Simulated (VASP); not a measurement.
# RbCl (Fm-3m) in VASP: notebook, part 2 of 2

VASP 6.6.1.

### 3 Electric field gradients, PBEsol (volume scaled by 0.94)

INCAR reads:

```
SYSTEM = RbCl
PREC     = Accurate       ! precision mode
ENCUT    = 400            ! plane-wave cutoff, eV
EDIFF    = 1E-8           ! SCF threshold, eV
ISMEAR   = -1             ! smearing method
SIGMA    = 0.02           ! smearing width, eV
LREAL    = .FALSE.        ! projectors in reciprocal space
LASPH    = .TRUE.         ! aspherical terms in the spheres
NELM     = 120            ! most SCF steps
ALGO     = Normal         ! electronic algorithm
ISIF     = 2              ! what is computed and relaxed
LWAVE    = .FALSE.        ! write WAVECAR
LCHARG   = .FALSE.        ! write CHGCAR
GGA      = PS             ! functional
LEFG     = .TRUE.       
NBANDS   = 15             ! bands
GGA_COMPAT= .FALSE.
```

KPOINTS reads:

```
Automatic mesh
0
G
  7 7 7
  0 0 0
```

POSCAR reads:

```
RbCl
1.0
    0.0000000000      3.2071649199      3.2071649199
    3.2071649199      0.0000000000      3.2071649199
    3.2071649199      3.2071649199      0.0000000000
Rb Cl
1 1
Direct
    0.0000000000      0.0000000000      0.0000000000
    0.5000000000      0.5000000000      0.5000000000
```

Potentials or basis: VASP PAW PBE potentials, release 64 (Rb_sv, Cl).

Command:

```console
$ cat potpaw_PBE.64/Rb_sv/POTCAR potpaw_PBE.64/Cl/POTCAR > POTCAR
$ mpirun -np 1 vasp_std > vasp.out
```

OUTCAR:

```text
SYSTEM = RbCl
   PREC = Accurate
   ENCUT = 400
   EDIFF = 1E-8
   ISMEAR = -1
   LREAL = .FALSE.
   LASPH = .TRUE.
   NELM = 120
   ISIF = 2
   GGA = PS

 ion  position               nearest neighbor table
   1  0.000  0.000  0.000-   2 3.21   2 3.21   2 3.21   2 3.21   2 3.21   2 3.21
   2  0.500  0.500  0.500-   1 3.21   1 3.21   1 3.21   1 3.21   1 3.21   1 3.21

  LATTYP: Found a face centered cubic cell.
 ALAT       =     6.4143298398

  Lattice vectors:

 A1 = (   0.0000000000,   3.2071649199,   3.2071649199)
 A2 = (   3.2071649199,   0.0000000000,   3.2071649199)
 A3 = (   3.2071649199,   3.2071649199,   0.0000000000)

Analysis of symmetry for initial positions (statically):
=====================================================================
 Subroutine PRICEL returns:
 Original cell was already a primitive cell.

 Routine SETGRP: Setting up the symmetry group for a
 face centered cubic supercell.

 Subroutine GETGRP returns: Found 48 space group operations
 (whereof 48 operations were pure point group operations)
 out of a pool of 48 trial point group operations.

The static configuration has the point symmetry O_h .

Analysis of symmetry for dynamics (positions and initial velocities):
=====================================================================
 Subroutine PRICEL returns:
 Original cell was already a primitive cell.

 Routine SETGRP: Setting up the symmetry group for a
 face centered cubic supercell.

 Subroutine GETGRP returns: Found 48 space group operations
 (whereof 48 operations were pure point group operations)
 out of a pool of 48 trial point group operations.

The dynamic configuration has the point symmetry O_h .

 Subroutine INISYM returns: Found 48 space group operations
 (whereof 48 operations are pure point group operations),
 and found     1 'primitive' translations

----------------------------------------------------------------------------------------

                                     Primitive cell

  volume of cell :      65.9772

  direct lattice vectors                    reciprocal lattice vectors
     0.000000000  3.207164920  3.207164920    -0.155900932  0.155900932  0.155900932
     3.207164920  0.000000000  3.207164920     0.155900932 -0.155900932  0.155900932
     3.207164920  3.207164920  0.000000000     0.155900932  0.155900932 -0.155900932

  length of vectors
     4.535616126  4.535616126  4.535616126     0.270028335  0.270028335  0.270028335

  position of ions in fractional coordinates (direct lattice)
     0.000000000  0.000000000  0.000000000
     0.500000000  0.500000000  0.500000000

  ion indices of the primitive-cell ions
   primitive index   ion index
                 1           1
                 2           2

----------------------------------------------------------------------------------------

 KPOINTS: Automatic mesh

Automatic generation of k-mesh.
 Grid dimensions read from file:
 generate k-points for:    7    7    7

[... 75 lines left out ...]
   IALGO  =     38    algorithm
   IMIX   =      4    mixing-type and parameters
     AMIX     =   0.40;   BMIX     =  1.00
     AMIX_MAG =   1.60;   BMIX_MAG =  1.00
  volume/ion in A,a.u.               =      32.99       222.62
  Fermi-wavevector in a.u.,A,eV,Ry     =   1.020901  1.929223 14.180514  1.042238
  Thomas-Fermi vector in A             =   2.154496
   LORBIT       =      0    0 simple, 1 ext, 2 COOP (PROOUT), +10 PAW based schemes
   GGA     = PS    functional components
   LHFCALC =     F    Hartree Fock is set to
   AEXX    =    0.0000 exact exchange contribution
   IVDW    =     0    specifies the selected vdW correction
   LEPSILON=     F    determine dielectric tensor
   LRPA    =     F    only Hartree local field effects (RPA)
 non-spin polarized calculation
  energy-cutoff  :      400.00
  volume of cell :       65.98
 maximum number of plane-waves:      1243
 NGX is ok and might be reduce to    30
   NGX = 15   NGY = 15   NGZ = 15

 number of electron      15.9999997 magnetization

 Free energy of the ion-electron system (eV)
  ---------------------------------------------------
  ext. energy  EPLUGINS =         0.00000000
  ---------------------------------------------------
  free energy    TOTEN  =        -6.88021199 eV

  energy without entropy =       -6.88021199  energy(sigma->0) =       -6.88021199

 E-fermi :  -1.1435     XC(G=0):  -7.8595

 val. band max:       -1.6472496811   @ k =   0.0000   0.0000   0.0000
 cond. band min:       3.4280030252   @ k =   0.0000   0.0000   0.0000
 fundamental gap:      5.0752527063
 Fermi energy:        -1.1435411557

 k-point     1 :       0.0000    0.0000    0.0000
  band No.  band energies     occupation
      1     -25.3510      2.00000
      2     -13.6934      2.00000
      3      -9.4107      2.00000
      4      -9.4107      2.00000
      5      -9.4107      2.00000
      6      -1.6473      2.00000
      7      -1.6473      2.00000
      8      -1.6472      2.00000
      9       3.4280      0.00000
     10       6.2825      0.00000
     11       6.2825      0.00000
     12       6.2825      0.00000
     13       7.3216      0.00000
     14       7.3216      0.00000
[... 329 lines left out ...]
      2     -13.6913      2.00000
      3      -9.6734      2.00000
      4      -9.5977      2.00000
      5      -9.3986      2.00000
      6      -2.1986      2.00000
      7      -1.9101      2.00000
      8      -1.9047      2.00000
      9       5.6823      0.00000
     10       6.4330      0.00000
     11       7.9693      0.00000
     12       8.0948      0.00000
     13       9.8790      0.00000
     14      10.0590      0.00000
     15      11.1979      0.00000

------------------------ aborting loop because EDIFF is reached ----------------------------------------

  FORCE on cell =-STRESS in cart. coord.  units (eV):
  Direction    XX          YY          ZZ          XY          YZ          ZX
  --------------------------------------------------------------------------------------
  -------------------------------------------------------------------------------------
  Total        0.4890779      0.4890779      0.4890779      0.0000000      0.0000000      0.0000000
  in kB       11.8766720     11.8766720     11.8766720      0.0000000      0.0000000      0.0000000
  external PRESSURE =      11.8766720 kB  Pullay stress =       0.0000000 kB

 VOLUME and BASIS-vectors are now :
 -----------------------------------------------------------------------------
  energy-cutoff  :      400.00
  volume of cell :       65.98
      direct lattice vectors                 reciprocal lattice vectors
     0.000000000  3.207164920  3.207164920    -0.155900932  0.155900932  0.155900932
     3.207164920  0.000000000  3.207164920     0.155900932 -0.155900932  0.155900932
     3.207164920  3.207164920  0.000000000     0.155900932  0.155900932 -0.155900932

 POSITION                                       TOTAL-FORCE (eV/Angst)
 -----------------------------------------------------------------------------------
      0.00000      0.00000      0.00000        -0.000000      0.000000     -0.000000
      3.20716      3.20716      3.20716         0.000000     -0.000000      0.000000
 -----------------------------------------------------------------------------------
    total drift:                                0.000000      0.000000      0.000000

  FREE ENERGIE OF THE ION-ELECTRON SYSTEM (eV)
  ---------------------------------------------------
  free  energy   TOTEN  =        -6.8802119941 eV

  energy  without entropy=       -6.8802119941  energy(sigma->0) =       -6.88021199

 Electric field gradients (V/A^2)
---------------------------------------------------------------------
 ion       V_xx      V_yy      V_zz      V_xy      V_xz      V_yz
---------------------------------------------------------------------
   1      -0.000    -0.000    -0.000    -0.000    -0.000    -0.000
   2      -0.000    -0.000    -0.000    -0.001    -0.001    -0.001
---------------------------------------------------------------------

 Electric field gradients after diagonalization (V/A^2)
 (convention: |V_zz| > |V_xx| > |V_yy|)
----------------------------------------------------------------------
 ion       V_xx      V_yy      V_zz     asymmetry (V_yy - V_xx)/ V_zz
----------------------------------------------------------------------
   1       0.000     0.000    -0.000       0.000
   2       0.001     0.001    -0.002       0.000
----------------------------------------------------------------------

           NMR quadrupolar parameters

 Cq : quadrupolar parameter    Cq=e*Q*V_zz/h
 eta: asymmetry parameters     (V_yy - V_xx)/ V_zz
 Q  : nuclear electric quadrupole moment in mb (millibarn)
----------------------------------------------------------------------
 ion       Cq(MHz)       eta       Q (mb)
----------------------------------------------------------------------
   1      -0.000       0.000       1.000
   2      -0.000       0.000       1.000
----------------------------------------------------------------------
```

It took 29 s on 1 thread of Intel Xeon 8259CL, shared host; peak memory 0.16 GiB.

Results:

* Free energy: -6.8802 eV
* Pressure: 1.2 GPa
* Band gap on the k mesh: 5.08 eV, direct

Levels at points of the mesh, in eV from the valence-band top:
```
           k point  band 5  band 6  band 7  band 8  band 9  band 10  band 11  band 12
(0.00, 0.00, 0.00)   -7.76    0.00    0.00    0.00    5.08     7.93     7.93     7.93
```

Caveat: without QUAD_EFG the Cq values of the log hold for a quadrupole moment of 1 mb, not for the nuclei; the PAW data sets were made with another functional, which shifts forces and pressure a little.
